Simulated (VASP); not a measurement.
Runs of VASP 6.6.1 on C. The structure is that of space group P6_3/mmc (No. 194), or close to it. The cells are those of the table. 

```tsv
cell	gap on the mesh (eV)	pressure (GPa)
a = 2.430, b = 2.430, c = 5.819 Å, angles 90.0, 90.0, 120.0°, 4 atoms	0.64	15.8
a = 2.448, b = 2.448, c = 6.428 Å, angles 90.0, 90.0, 120.0°, 4 atoms	1.15	(a)
a = 2.452, b = 2.452, c = 6.667 Å, angles 90.0, 90.0, 120.0°, 4 atoms	(c)	2.7
a = 2.454, b = 2.454, c = 6.834 Å, angles 90.0, 90.0, 120.0°, 4 atoms	(b)	(d)
a = 2.438, b = 2.438, c = 6.027 Å, angles 90.0, 90.0, 120.0°, 4 atoms	0.83	10.8
a = 2.442, b = 2.442, c = 6.193 Å, angles 90.0, 90.0, 120.0°, 4 atoms	0.97	7.8
```

Alike in all rows: task single point; level r2SCAN; potentials or basis VASP PAW PBE potentials, release 64 (C); no spin polarisation; k mesh 10 × 10 × 4; cutoff (eV) 520; smearing gaussian 0.01 eV.

Task: Estimate the missing entries.

Result: (a) 4.7; (b) 1.42; (c) 1.31; (d) 1.7.

Caveats: the PAW data sets were made with another functional, which shifts forces and pressure a little.

A k mesh can miss the band edges.
